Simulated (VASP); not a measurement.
# In (I4/mmm) in VASP: a series of runs

In is run at these levels: PBE; tasks: single point.

Program: VASP 6.6.1. These are calculated values, not measurements. Logs are shortened: lines on timing, memory, paths and dates and some standing lists are left out, and cuts for length are marked.

### Step 1. The cell of the first run

Symmetry: I4/mmm, No. 139, tetragonal system. The conventional cell has a = 2.992 Å, b = 2.992 Å, c = 4.750 Å, α = 90.00°, β = 90.00°, γ = 90.00°. Within 3.9 Å of In (site symmetry 4/mmm) lie 12 In at 2.99 to 3.18 Å.

### Step 2. Single point, PBE (strain -0.080 along x and y, -0.040 along z)

INCAR reads:

```
SYSTEM = In
  ALGO = Fast
  EDIFF = 1E-7
  ENCUT = 520
  GGA = PE
  ISIF = 2
  ISMEAR = 0
  LASPH = .True.
  LCHARG = .True.
  LELF = .True.
  LREAL = .False.
  LVHAR = .True.
  LWAVE = .False.
  NBANDS = 12
  NELM = 60
  PREC = Accurate
  SIGMA = 0.15
```

KPOINTS reads:

```
k-points
0
Gamma
  20 20 20
  0 0 0
```

POSCAR reads:

```
In
1.0
   -1.4960580000      1.4960580000      2.3749920000
    1.4960580000     -1.4960580000      2.3749920000
    1.4960580000      1.4960580000     -2.3749920000
In
1
Direct
    0.0000000000      0.0000000000      0.0000000000
```

Potentials or basis: VASP PAW PBE potentials, release 64 (In_d).

Command:

```console
> cat potpaw_PBE.64/In_d/POTCAR > POTCAR
> mpirun -np 1 vasp_std > vasp.out
```

OUTCAR:

```text
SYSTEM = In
   EDIFF = 1E-7
   ENCUT = 520
   GGA = PE
   ISIF = 2
   ISMEAR = 0
   LASPH = .True.
   LREAL = .False.
   NELM = 60
   PREC = Accurate

 ion  position               nearest neighbor table
   1  0.000  0.000  0.000-

  LATTYP: Found a body centered tetragonal cell.
 ALAT       =     2.9921160000
 C/A-ratio  =     1.5874999499

  Lattice vectors:

 A1 = (  -1.4960580000,   1.4960580000,   2.3749920000)
 A2 = (   1.4960580000,  -1.4960580000,   2.3749920000)
 A3 = (   1.4960580000,   1.4960580000,  -2.3749920000)

Analysis of symmetry for initial positions (statically):
=====================================================================
 Subroutine PRICEL returns:
 Original cell was already a primitive cell.

 Routine SETGRP: Setting up the symmetry group for a
 body centered tetragonal supercell.

 Subroutine GETGRP returns: Found 16 space group operations
 (whereof 16 operations were pure point group operations)
 out of a pool of 16 trial point group operations.

The static configuration has the point symmetry D_4h.

Analysis of symmetry for dynamics (positions and initial velocities):
=====================================================================
 Subroutine PRICEL returns:
 Original cell was already a primitive cell.

 Routine SETGRP: Setting up the symmetry group for a
 body centered tetragonal supercell.

 Subroutine GETGRP returns: Found 16 space group operations
 (whereof 16 operations were pure point group operations)
 out of a pool of 16 trial point group operations.

The dynamic configuration has the point symmetry D_4h.

 Subroutine INISYM returns: Found 16 space group operations
 (whereof 16 operations are pure point group operations),
 and found     1 'primitive' translations

----------------------------------------------------------------------------------------

                                     Primitive cell

  volume of cell :      21.2627

  direct lattice vectors                    reciprocal lattice vectors
    -1.496058000  1.496058000  2.374992000     0.000000000  0.334211642  0.210527025
     1.496058000 -1.496058000  2.374992000     0.334211642  0.000000000  0.210527025
     1.496058000  1.496058000 -2.374992000     0.334211642  0.334211642  0.000000000

  length of vectors
     3.180717856  3.180717856  3.180717856     0.394992468  0.394992468  0.472646636

  position of ions in fractional coordinates (direct lattice)
     0.000000000  0.000000000  0.000000000

  ion indices of the primitive-cell ions
   primitive index   ion index
                 1           1

----------------------------------------------------------------------------------------

 KPOINTS: k-points

Automatic generation of k-mesh.
 Grid dimensions read from file:
 generate k-points for:   20   20   20

 Generating k-lattice:

  Cartesian coordinates                     Fractional coordinates (reciprocal lattice)
     0.000000000  0.016710582  0.010526351     0.050000000  0.000000000 -0.000000000
     0.016710582  0.000000000  0.010526351     0.000000000  0.050000000 -0.000000000
     0.016710582  0.016710582  0.000000000     0.000000000  0.000000000  0.050000000

  Length of vectors
     0.019749623  0.019749623  0.023632332

  Shift w.r.t. Gamma in fractional coordinates (k-lattice)
     0.000000000  0.000000000  0.000000000

 Subroutine IBZKPT returns following result:
 ===========================================

 Found    641 irreducible k-points:

 Following reciprocal coordinates:
            Coordinates               Weight
  0.000000  0.000000  0.000000      1.000000
  0.050000  0.000000 -0.000000      8.000000
  0.100000  0.000000 -0.000000      8.000000
  0.150000  0.000000  0.000000      8.000000
  0.200000  0.000000 -0.000000      8.000000
  0.250000  0.000000  0.000000      8.000000
[... 16 lines left out ...]
 -0.400000  0.050000  0.000000     16.000000
 -0.350000  0.050000  0.000000     16.000000
 [... further k-points ...]
   k-points           NKPTS =    641   k-points in BZ     NKDIM =    641   number of bands    NBANDS=     12
   number of dos      NEDOS =    301   number of ions     NIONS =      1
   total plane-waves  NPLWV =  13824
   dimension x,y,z NGX =    24 NGY =   24 NGZ =   24
   dimension x,y,z NGXF=    48 NGYF=   48 NGZF=   48
   ions per type =               1
   NGX,Y,Z   is equivalent  to a cutoff of  12.54, 12.54, 12.54 a.u.
   NGXF,Y,Z  is equivalent  to a cutoff of  25.09, 25.09, 25.09 a.u.
 SYSTEM =  In
   PREC   = accura    normal or accurate (medium, high low for compatibility)
   ISTART =      0    job   : 0-new  1-cont  2-samecut
   ICHARG =      2    charge: 1-file 2-atom 10-const
   ISPIN  =      1    spin polarized calculation?
   LNONCOLLINEAR =      F non collinear calculations
   LSORBIT =      F    spin-orbit coupling
   LASPH  =      T    aspherical Exc in radial PAW
   ENCUT  =  520.0 eV  38.22 Ry    6.18 a.u.   5.91  5.91  5.91*2*pi/ulx,y,z
   NELM   =     60;   NELMIN=  2; NELMDL= -5     # of ELM steps
   EDIFF  = 0.1E-06   stopping-criterion for ELM
   LREAL  =      F    real-space projection
   EDIFFG = 0.1E-05   stopping-criterion for IOM
   NSW    =      0    number of steps for IOM
   IBRION =     -1    ionic relax: 0-MD 1-quasi-New 2-CG
   NFREE  =      0    steps in history (QN), initial steepest desc. (CG)
   ISIF   =      2    stress and relaxation
   ISYM   =      2    0-nonsym 1-usesym 2-fastsym
   POTIM  = 0.5000    time-step for ionic-motion
   TEBEG  =    0.0;   TEEND  =   0.0 temperature during run
   PSTRESS=    0.0 pullay stress
   NELECT =      13.0000    total number of electrons
   NUPDOWN=      -1.0000    fix difference up-down
   EMIN   =  10.00;   EMAX   =-10.00  energy-range for DOS
   EFERMI =   0.00;   METHOD = LEGACY
   ISMEAR =     0;   SIGMA  =   0.15  broadening in eV -4-tet -1-fermi 0-gaus
   EFERMI_NEDOS =   21; number of points for ismear=-14 and -15
   IALGO  =     68    algorithm
   IMIX   =      4    mixing-type and parameters
     AMIX     =   0.40;   BMIX     =  1.00
     AMIX_MAG =   1.60;   BMIX_MAG =  1.00
  volume/ion in A,a.u.               =      21.26       143.49
  Fermi-wavevector in a.u.,A,eV,Ry     =   1.389471  2.625720 26.267827  1.930631
  Thomas-Fermi vector in A             =   2.513499
   LORBIT       =      0    0 simple, 1 ext, 2 COOP (PROOUT), +10 PAW based schemes
   GGA     = PE    functional components
   LHFCALC =     F    Hartree Fock is set to
   AEXX    =    0.0000 exact exchange contribution
   IVDW    =     0    specifies the selected vdW correction
   LEPSILON=     F    determine dielectric tensor
   LRPA    =     F    only Hartree local field effects (RPA)
 non-spin polarized calculation
 RMM-DIIS sequential band-by-band and
 Gauss-broadening in eV      SIGMA  =   0.15
  energy-cutoff  :      520.00
  volume of cell :       21.26
 maximum number of plane-waves:       601
   NGX = 11   NGY = 11   NGZ = 11

 number of electron      13.0000002 magnetization

 Free energy of the ion-electron system (eV)
  ---------------------------------------------------
  ext. energy  EPLUGINS =         0.00000000
  ---------------------------------------------------
  free energy    TOTEN  =        -2.29492473 eV

  energy without entropy =       -2.29031991  energy(sigma->0) =       -2.29262232

 E-fermi :  10.2440     XC(G=0): -11.2780

 val. band max:       10.2425779467   @ k =   0.5000   0.5000   0.2000
 cond. band min:      10.2529668911   @ k =  -0.3500   0.4500   0.2500
 fundamental gap:      0.0103889444
 Fermi energy:        10.2440466702

 k-point     1 :       0.0000    0.0000    0.0000
  band No.  band energies     occupation
      1      -4.9966      2.00000
      2      -4.7081      2.00000
      3      -4.7081      2.00000
      4      -4.6570      2.00000
      5      -4.3847      2.00000
      6      -0.9834      2.00000
      7      22.1786      0.00000
      8      22.6244      0.00000
      9      22.6244      0.00000
     10      22.9665      0.00000
     11      25.6159      0.00000
     12      26.1775      0.00000

 k-point     2 :       0.0500    0.0000   -0.0000
  band No.  band energies     occupation
      1      -4.9885      2.00000
      2      -4.7106      2.00000
      3      -4.7017      2.00000
      4      -4.6548      2.00000
      5      -4.3888      2.00000
      6      -0.9189      2.00000
      7      21.5783      0.00000
      8      22.2774      0.00000
      9      22.5578      0.00000
     10      22.7334      0.00000
     11      25.2813      0.00000
     12      26.3702      0.00000

 k-point     3 :       0.1000    0.0000   -0.0000
  band No.  band energies     occupation
      1      -4.9678      2.00000
      2      -4.7216      2.00000
      3      -4.6839      2.00000
      4      -4.6430      2.00000
      5      -4.3997      2.00000
      6      -0.7237      2.00000
      7      19.7851      0.00000
      8      21.9620      0.00000
      9      22.3909      0.00000
     10      22.5487      0.00000
     11      24.6813      0.00000
     12      26.7732      0.00000

 k-point     4 :       0.1500    0.0000    0.0000
  band No.  band energies     occupation
      1      -4.9434      2.00000
      2      -4.7445      2.00000
      3      -4.6593      2.00000
      4      -4.6128      2.00000
      5      -4.4132      2.00000
      6      -0.3942      2.00000
      7      17.8162      0.00000
      8      21.3570      0.00000
      9      22.1850      0.00000
     10      22.5583      0.00000
     11      24.0956      0.00000
     12      27.3484      0.00000

 k-point     5 :       0.2000    0.0000   -0.0000
  band No.  band energies     occupation
      1      -4.9259      2.00000
      2      -4.7773      2.00000
      3      -4.6368      2.00000
      4      -4.5603      2.00000
      5      -4.4213      2.00000
      6       0.0738      2.00000
      7      15.8518      0.00000
      8      20.6732      0.00000
      9      21.9860      0.00000
     10      22.5793      0.00000
     11      23.6115      0.00000
     12      27.3931      0.00000
[... 228 lines left out ...]
      1      -4.9796      2.00000
      2      -4.8981      2.00000
      3      -4.6904      2.00000
      4      -4.3116      2.00000
      5      -4.2093      2.00000
      6       5.4801      2.00000
      7       6.2429      2.00000
      8      18.0307      0.00000
      9      20.9104      0.00000
     10      21.7158      0.00000
     11      22.7638      0.00000
     12      26.0509      0.00000

 k-point    22 :      -0.4500    0.0500    0.0000
  band No.  band energies     occupation
      1      -4.9707      2.00000
      2      -4.8921      2.00000
      3      -4.6845      2.00000
      4      -4.3293      2.00000
      5      -4.2255      2.00000
      6       4.2291      2.00000
      7       7.6856      2.00000
      8      18.0764      0.00000
      9      21.1205      0.00000
     10      21.7659      0.00000
     11      22.8782      0.00000
     12      26.1084      0.00000

 k-point    23 :      -0.4000    0.0500    0.0000
  band No.  band energies     occupation
      1      -4.9508      2.00000
      2      -4.8812      2.00000
      3      -4.6707      2.00000
      4      -4.3605      2.00000
      5      -4.2675      2.00000
      6       3.1069      2.00000
      7       9.2435      2.00000
      8      18.2652      0.00000
      9      21.1573      0.00000
     10      22.1596      0.00000
     11      23.0528      0.00000
     12      26.1106      0.00000

 k-point    24 :      -0.3500    0.0500    0.0000
  band No.  band energies     occupation
      1      -4.9249      2.00000
      2      -4.8651      2.00000
      3      -4.6521      2.00000
      4      -4.4018      2.00000
      5      -4.3278      2.00000
      6       2.1183      2.00000
      7      10.9095      0.00000
      8      18.5853      0.00000
      9      21.1670      0.00000
     10      22.7182      0.00000
     11      23.2947      0.00000
     12      26.0045      0.00000

 [... further k-points ...]
[... 5 lines left out ...]
  --------------------------------------------------------------------------------------
  -------------------------------------------------------------------------------------
  Total        2.3649697      2.3649697      2.2458083      0.0000000     -0.0000000      0.0000000
  in kB      178.2038797    178.2038797    169.2249012      0.0000000     -0.0000000      0.0000000
  external PRESSURE =     175.2108869 kB  Pullay stress =       0.0000000 kB

 VOLUME and BASIS-vectors are now :
 -----------------------------------------------------------------------------
  energy-cutoff  :      520.00
  volume of cell :       21.26
      direct lattice vectors                 reciprocal lattice vectors
    -1.496058000  1.496058000  2.374992000     0.000000000  0.334211642  0.210527025
     1.496058000 -1.496058000  2.374992000     0.334211642  0.000000000  0.210527025
     1.496058000  1.496058000 -2.374992000     0.334211642  0.334211642  0.000000000

 POSITION                                       TOTAL-FORCE (eV/Angst)
 -----------------------------------------------------------------------------------
      0.00000      0.00000      0.00000         0.000000      0.000000      0.000000
 -----------------------------------------------------------------------------------
    total drift:                               -0.000000      0.000000     -0.000000

  FREE ENERGIE OF THE ION-ELECTRON SYSTEM (eV)
  ---------------------------------------------------
  free  energy   TOTEN  =        -2.2949247313 eV

  energy  without entropy=       -2.2903199130  energy(sigma->0) =       -2.29262232
```

Run time: 2.1 min. Hardware: 1 thread of AMD EPYC 9R45 (Zen 5), shared host; peak memory 0.23 GiB.

What came out:

| Property | Result |
| --- | --- |
| Free energy | -2.2949 eV |
| Pressure | 17.5 GPa |

Levels at points of the mesh, in eV from the Fermi level:
| k point | band 4 | band 5 | band 6 | band 7 | band 8 | band 9 |
| --- | --- | --- | --- | --- | --- | --- |
| (0.00, 0.00, 0.00) | -14.90 | -14.63 | -11.23 | 11.93 | 12.38 | 12.38 |
| (0.50, 0.00, 0.00) | -14.54 | -14.45 | -4.45 | -4.45 | 7.97 | 11.28 |
| (0.50, 0.50, 0.00) | -14.53 | -14.31 | -2.53 | -0.86 | 3.57 | 4.21 |
| (0.50, 0.50, 0.50) | -14.46 | -14.46 | -3.89 | -3.33 | 5.69 | 5.69 |

Caveat: the cell differs from its parent crystal (strain -0.080 along x and y, -0.040 along z); spin-orbit coupling is left out, which moves the levels of the heavy elements.

### Step 3. Single point, PBE (strain -0.080 along x and y, +0.000 along z)

INCAR reads:

```
SYSTEM = In
  ALGO = Fast
  EDIFF = 1E-7
  ENCUT = 520
  GGA = PE
  ISIF = 2
  ISMEAR = 0
  LASPH = .True.
  LCHARG = .False.
  LREAL = .False.
  LWAVE = .False.
  NBANDS = 12
  NELM = 80
  PREC = Accurate
  SIGMA = 0.15
```

KPOINTS is that of step 2.

POSCAR reads:

```
In
1.0
   -1.4960580000      1.4960580000      2.4739500000
    1.4960580000     -1.4960580000      2.4739500000
    1.4960580000      1.4960580000     -2.4739500000
In
1
Direct
    0.0000000000      0.0000000000      0.0000000000
```

Potentials or basis: VASP PAW PBE potentials, release 64 (In_d).

Command:

```console
> cat potpaw_PBE.64/In_d/POTCAR > POTCAR
> mpirun -np 1 vasp_std > vasp.out
```

It took 1.8 min on 1 thread of AMD EPYC 9R45 (Zen 5), shared host; peak memory 0.24 GiB.

Results (log left out):

| Quantity | Value |
| --- | --- |
| Free energy | -2.3748 eV |
| Pressure | 13.5 GPa |

Stress tensor (GPa, compression positive):
```
14.32  0.00  0.00
 0.00 14.32  0.00
 0.00  0.00 11.88
```

Levels at points of the mesh, in eV from the Fermi level:
| k point | band 2 | band 3 | band 4 | band 5 | band 6 | band 7 | band 8 | band 9 | band 10 | band 11 |
| --- | --- | --- | --- | --- | --- | --- | --- | --- | --- | --- |
| (0.00, 0.00, 0.00) | -14.85 | -14.80 | -14.80 | -14.51 | -10.84 | 12.06 | 12.08 | 12.08 | 12.50 | 13.88 |
| (0.50, 0.00, 0.00) | -15.06 | -14.79 | -14.48 | -14.37 | -4.35 | -4.17 | 7.17 | 11.28 | 11.50 | 12.20 |
| (0.50, 0.50, 0.00) | -15.18 | -14.50 | -14.46 | -14.21 | -2.16 | -0.63 | 3.29 | 4.20 | 7.59 | 7.75 |
| (0.50, 0.50, 0.50) | -15.16 | -14.41 | -14.40 | -14.40 | -3.88 | -3.83 | 6.08 | 6.08 | 9.79 | 10.34 |

Caveat: the cell differs from its parent crystal (strain -0.080 along x and y, +0.000 along z); spin-orbit coupling is left out, which moves the levels of the heavy elements.

(Continued in part 2 of 2.)
